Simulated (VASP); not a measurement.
# SiC (P6_3mc) in VASP: settings compared, part 2 of 2

VASP 6.6.1.

## (4) Single point, PBE

INCAR reads:

```
PREC = Accurate ; ENCUT = 520
EDIFF = 1E-6 ; ISMEAR = -1
SIGMA = 0.02 ; LREAL = False
LASPH = True ; NELM = 60
ALGO = Normal ; ISIF = 2
LWAVE = False ; LCHARG = False
GGA = PE ; NBANDS = 16
```

KPOINTS reads:

```
Automatic mesh
0
Gamma
  12 12 6
```

POSCAR reads:

```
SiC
1.0
    3.0753565471      0.0000000000      0.0000000000
   -1.5376782736      2.6633368955      0.0000000000
    0.0000000000      0.0000000000      5.0481095356
Si C
2 2
Direct
    0.3333333333      0.6666666667      0.0045919551
    0.6666666667      0.3333333333      0.5045919551
    0.3333333333      0.6666666667      0.3804080449
    0.6666666667      0.3333333333      0.8804080449
```

Potentials or basis: VASP PAW PBE potentials, release 64 (Si, C).

The run is started by

```bash
cat potpaw_PBE.64/Si/POTCAR potpaw_PBE.64/C/POTCAR > POTCAR
mpirun -np 1 vasp_std > vasp.out
```

OUTCAR:

```text
PREC = Accurate
   ENCUT = 520
   EDIFF = 1E-6
   ISMEAR = -1
   LREAL = False
   LASPH = True
   NELM = 60
   ISIF = 2
   GGA = PE

 ion  position               nearest neighbor table
   1  0.333  0.667  0.005-   4 1.88   4 1.88   4 1.88   3 1.90   2 3.09   2 3.09   2 3.09   2 3.09
                             2 3.09   2 3.09
   2  0.667  0.333  0.505-   3 1.88   3 1.88   3 1.88   4 1.90   1 3.09   1 3.09   1 3.09   1 3.09
                             1 3.09   1 3.09
   3  0.333  0.667  0.380-   2 1.88   2 1.88   2 1.88   1 1.90
   4  0.667  0.333  0.880-   1 1.88   1 1.88   1 1.88   2 1.90

  LATTYP: Found a hexagonal cell.
 ALAT       =     3.0753565471
 C/A-ratio  =     1.6414713085

  Lattice vectors:

 A1 = (   3.0753565471,   0.0000000000,   0.0000000000)
 A2 = (  -1.5376782736,   2.6633368955,   0.0000000000)
 A3 = (   0.0000000000,   0.0000000000,   5.0481095356)

Analysis of symmetry for initial positions (statically):
=====================================================================
 Subroutine PRICEL returns:
 Original cell was already a primitive cell.

 Routine SETGRP: Setting up the symmetry group for a
 hexagonal supercell.

 Subroutine GETGRP returns: Found 12 space group operations
 (whereof  6 operations were pure point group operations)
 out of a pool of 24 trial point group operations.

The static configuration has the point symmetry C_3v.
 The point group associated with its full space group is C_6v.

Analysis of symmetry for dynamics (positions and initial velocities):
=====================================================================
 Subroutine PRICEL returns:
 Original cell was already a primitive cell.

 Routine SETGRP: Setting up the symmetry group for a
 hexagonal supercell.

 Subroutine GETGRP returns: Found 12 space group operations
 (whereof  6 operations were pure point group operations)
 out of a pool of 24 trial point group operations.

The dynamic configuration has the point symmetry C_3v.
 The point group associated with its full space group is C_6v.

 Subroutine INISYM returns: Found 12 space group operations
 (whereof  6 operations are pure point group operations),
 and found     1 'primitive' translations

----------------------------------------------------------------------------------------

                                     Primitive cell

  volume of cell :      41.3476

  direct lattice vectors                    reciprocal lattice vectors
     3.075356547  0.000000000  0.000000000     0.325165549  0.187734417  0.000000000
    -1.537678274  2.663336896  0.000000000     0.000000000  0.375468834  0.000000000
     0.000000000  0.000000000  5.048109536     0.000000000  0.000000000  0.198093958

  length of vectors
     3.075356547  3.075356547  5.048109536     0.375468834  0.375468834  0.198093958

  position of ions in fractional coordinates (direct lattice)
     0.333333333  0.666666667  0.004591955
     0.666666667  0.333333333  0.504591955
     0.333333333  0.666666667  0.380408045
[... 29 lines left out ...]

 Subroutine IBZKPT returns following result:
 ===========================================

 Found     76 irreducible k-points:

 Following reciprocal coordinates:
            Coordinates               Weight
  0.000000  0.000000  0.000000      1.000000
  0.083333 -0.000000  0.000000      6.000000
  0.166667 -0.000000  0.000000      6.000000
  0.250000  0.000000  0.000000      6.000000
  0.333333  0.000000  0.000000      6.000000
  0.416667  0.000000  0.000000      6.000000
[... 16 lines left out ...]
  0.250000  0.000000  0.166667     12.000000
  0.333333  0.000000  0.166667     12.000000
 [... further k-points ...]
   k-points           NKPTS =     76   k-points in BZ     NKDIM =     76   number of bands    NBANDS=     16
   number of dos      NEDOS =    301   number of ions     NIONS =      4
   total plane-waves  NPLWV =  23040
   dimension x,y,z NGX =    24 NGY =   24 NGZ =   40
   dimension x,y,z NGXF=    48 NGYF=   48 NGZF=   80
   ions per type =               2   2
   NGX,Y,Z   is equivalent  to a cutoff of  12.97, 12.97, 13.17 a.u.
   NGXF,Y,Z  is equivalent  to a cutoff of  25.95, 25.95, 26.35 a.u.
 SYSTEM =  unknown system
   PREC   = accura    normal or accurate (medium, high low for compatibility)
   ISTART =      0    job   : 0-new  1-cont  2-samecut
   ICHARG =      2    charge: 1-file 2-atom 10-const
   ISPIN  =      1    spin polarized calculation?
   LNONCOLLINEAR =      F non collinear calculations
   LSORBIT =      F    spin-orbit coupling
   LASPH  =      T    aspherical Exc in radial PAW
   ENCUT  =  520.0 eV  38.22 Ry    6.18 a.u.   5.72  5.72  9.39*2*pi/ulx,y,z
   NELM   =     60;   NELMIN=  2; NELMDL= -5     # of ELM steps
   EDIFF  = 0.1E-05   stopping-criterion for ELM
   LREAL  =      F    real-space projection
   EDIFFG = 0.1E-04   stopping-criterion for IOM
   NSW    =      0    number of steps for IOM
   IBRION =     -1    ionic relax: 0-MD 1-quasi-New 2-CG
   NFREE  =      0    steps in history (QN), initial steepest desc. (CG)
   ISIF   =      2    stress and relaxation
   ISYM   =      2    0-nonsym 1-usesym 2-fastsym
   POTIM  = 0.5000    time-step for ionic-motion
   TEBEG  =    0.0;   TEEND  =   0.0 temperature during run
   PSTRESS=    0.0 pullay stress
   NELECT =      16.0000    total number of electrons
   NUPDOWN=      -1.0000    fix difference up-down
   EMIN   =  10.00;   EMAX   =-10.00  energy-range for DOS
   EFERMI =   0.00;   METHOD = LEGACY
   ISMEAR =    -1;   SIGMA  =   0.02  broadening in eV -4-tet -1-fermi 0-gaus
   EFERMI_NEDOS =   21; number of points for ismear=-14 and -15
   IALGO  =     38    algorithm
   IMIX   =      4    mixing-type and parameters
     AMIX     =   0.40;   BMIX     =  1.00
     AMIX_MAG =   1.60;   BMIX_MAG =  1.00
  volume/ion in A,a.u.               =      10.34        69.76
  Fermi-wavevector in a.u.,A,eV,Ry     =   1.192975  2.254396 19.363670  1.423190
  Thomas-Fermi vector in A             =   2.329001
   LORBIT       =      0    0 simple, 1 ext, 2 COOP (PROOUT), +10 PAW based schemes
   GGA     = PE    functional components
   LHFCALC =     F    Hartree Fock is set to
   AEXX    =    0.0000 exact exchange contribution
   IVDW    =     0    specifies the selected vdW correction
   LEPSILON=     F    determine dielectric tensor
   LRPA    =     F    only Hartree local field effects (RPA)
 non-spin polarized calculation
  energy-cutoff  :      520.00
  volume of cell :       41.35
 maximum number of plane-waves:      1126
 NGX is ok and might be reduce to    24
   NGX = 11   NGY = 11   NGZ = 19

 number of electron      15.9999999 magnetization

 Free energy of the ion-electron system (eV)
  ---------------------------------------------------
  ext. energy  EPLUGINS =         0.00000000
  ---------------------------------------------------
  free energy    TOTEN  =       -30.10310702 eV

  energy without entropy =      -30.10310702  energy(sigma->0) =      -30.10310702

 E-fermi :   8.6739     XC(G=0): -11.3520

 val. band max:        8.2644360492   @ k =   0.0000   0.0000   0.0000
 cond. band min:      10.5380066760   @ k =   0.3333   0.3333   0.0000
 fundamental gap:      2.2735706268
 Fermi energy:         8.6739041408

 k-point     1 :       0.0000    0.0000    0.0000
  band No.  band energies     occupation
      1      -7.3082      2.00000
      2      -3.7417      2.00000
      3      -0.4360      2.00000
      4       6.9484      2.00000
      5       6.9484      2.00000
      6       8.1517      2.00000
[... 433 lines left out ...]
      3       0.9364      2.00000
      4       2.6224      2.00000
      5       3.4855      2.00000
      6       5.4161      2.00000
[... 8 lines left out ...]
     15      19.5749      0.00000
     16      20.3300      0.00000

 [... further k-points ...]

------------------------ aborting loop because EDIFF is reached ----------------------------------------

  FORCE on cell =-STRESS in cart. coord.  units (eV):
  Direction    XX          YY          ZZ          XY          YZ          ZX
  --------------------------------------------------------------------------------------
  -------------------------------------------------------------------------------------
  Total        0.9061994      0.9061994      0.8608440     -0.0000000      0.0000000      0.0000000
  in kB       35.1142991     35.1142991     33.3568240     -0.0000000      0.0000000      0.0000000
  external PRESSURE =      34.5284741 kB  Pullay stress =       0.0000000 kB

 VOLUME and BASIS-vectors are now :
 -----------------------------------------------------------------------------
  energy-cutoff  :      520.00
  volume of cell :       41.35
      direct lattice vectors                 reciprocal lattice vectors
     3.075356547  0.000000000  0.000000000     0.325165549  0.187734417  0.000000000
    -1.537678274  2.663336896  0.000000000     0.000000000  0.375468834  0.000000000
     0.000000000  0.000000000  5.048109536     0.000000000  0.000000000  0.198093958

 POSITION                                       TOTAL-FORCE (eV/Angst)
 -----------------------------------------------------------------------------------
     -0.00000      1.77556      0.02318         0.000000     -0.000000      0.003056
      1.53768      0.88778      2.54724        -0.000000      0.000000      0.003056
     -0.00000      1.77556      1.92034         0.000000      0.000000     -0.003056
      1.53768      0.88778      4.44440        -0.000000      0.000000     -0.003056
 -----------------------------------------------------------------------------------
    total drift:                               -0.000000     -0.000000     -0.000210

  FREE ENERGIE OF THE ION-ELECTRON SYSTEM (eV)
  ---------------------------------------------------
  free  energy   TOTEN  =       -30.1031070211 eV

  energy  without entropy=      -30.1031070211  energy(sigma->0) =      -30.10310702
```

OSZICAR:

```text
N       E                     dE             d eps       ncg     rms          rms(c)
DAV:   1     0.261525954049E+02    0.26153E+02   -0.72035E+03  2432   0.896E+02
DAV:   2    -0.312747507067E+02   -0.57427E+02   -0.52394E+02  3528   0.158E+02
DAV:   3    -0.338126357474E+02   -0.25379E+01   -0.25271E+01  3144   0.305E+01
DAV:   4    -0.338312964494E+02   -0.18661E-01   -0.18658E-01  3056   0.321E+00
DAV:   5    -0.338314826668E+02   -0.18622E-03   -0.18621E-03  3112   0.302E-01    0.125E+01
DAV:   6    -0.301911332987E+02    0.36403E+01   -0.65245E+00  3064   0.157E+01    0.563E+00
DAV:   7    -0.301210501322E+02    0.70083E-01   -0.11248E+00  3448   0.617E+00    0.249E+00
DAV:   8    -0.301043637170E+02    0.16686E-01   -0.47585E-02  2792   0.139E+00    0.629E-01
DAV:   9    -0.301027660902E+02    0.15976E-02   -0.75974E-03  3120   0.591E-01    0.123E-01
DAV:  10    -0.301030791452E+02   -0.31305E-03   -0.10221E-03  2960   0.185E-01    0.574E-02
DAV:  11    -0.301031054091E+02   -0.26264E-04   -0.95627E-05  2848   0.695E-02    0.136E-02
DAV:  12    -0.301031064888E+02   -0.10797E-05   -0.66396E-06  3104   0.163E-02    0.404E-03
DAV:  13    -0.301031070211E+02   -0.53233E-06   -0.44914E-07  2112   0.455E-03
   1 F= -.30103107E+02 E0= -.30103107E+02  d E =-.291612E-11
```

stdout:

```text
POSCAR found type information on POSCAR SiC
 POSCAR found :  2 types and       4 ions
 scaLAPACK will be used
 LDA part: xc-table for (Slater+PW92), standard interpolation
 POSCAR, INCAR and KPOINTS ok, starting setup
 FFT: planning ... GRIDC
 FFT: planning ... GRID_SOFT
 FFT: planning ... GRID
 WAVECAR not read
 entering main loop
```

Run time: 22 s. Hardware: 1 thread of Intel Xeon Platinum 8375C at 2.90GHz (Ice Lake), shared host; peak memory 0.17 GiB.

Results:

| Item | Value |
| --- | --- |
| Free energy | -30.1031 eV |
| Pressure | 3.5 GPa |
| Largest force | 0.003 eV/Å |
| Band gap on the k mesh | 2.27 eV (least direct gap 3.97 eV) |

Forces in eV/Å, atoms in the order of the input:
```
Si   0.000  0.000  0.003
Si   0.000  0.000  0.003
C    0.000  0.000 -0.003
C    0.000  0.000 -0.003
```

Stress tensor (GPa, compression positive):
```
3.51 0.00 0.00
0.00 3.51 0.00
0.00 0.00 3.34
```

Caveat: the cell stands under pressure.

## (5) Summary

| level | k mesh | smearing | grid for exact exchange (PRECFOCK) | share of exact exchange | gap on the mesh (eV) | pressure (GPa) |
| --- | --- | --- | --- | --- | --- | --- |
| r2SCANh | 6 × 6 × 4 | gaussian 0.01 eV | Normal | 0.1 | 3.24 | -1.6 |
| PBE | 6 × 6 × 4 | gaussian 0.01 eV | - | - | 2.27 | 3.5 |
| PBE | 12 × 12 × 6 | fermi-dirac 0.02 eV | - | - | 2.27 | 3.5 |

Alike in all rows: task single point; potentials or basis VASP PAW PBE potentials, release 64 (Si, C); no spin polarisation; cell as given; cutoff (eV) 520.

On the cell as given the gap runs from 2.27 eV (PBE) to 3.24 eV (r2SCANh); the meshes differ, which moves gaps too. The pressure there spans -1.6 GPa (r2SCANh) to 3.5 GPa (PBE); a positive pressure means that this level wants a larger cell, a negative one a smaller.

Caveats: the cell stands under pressure (at least some runs); the PAW data sets were made with another functional, which shifts forces and pressure a little (at least some runs).

Total energies depend on the potentials used, so only differences within one code and one set of settings carry meaning.
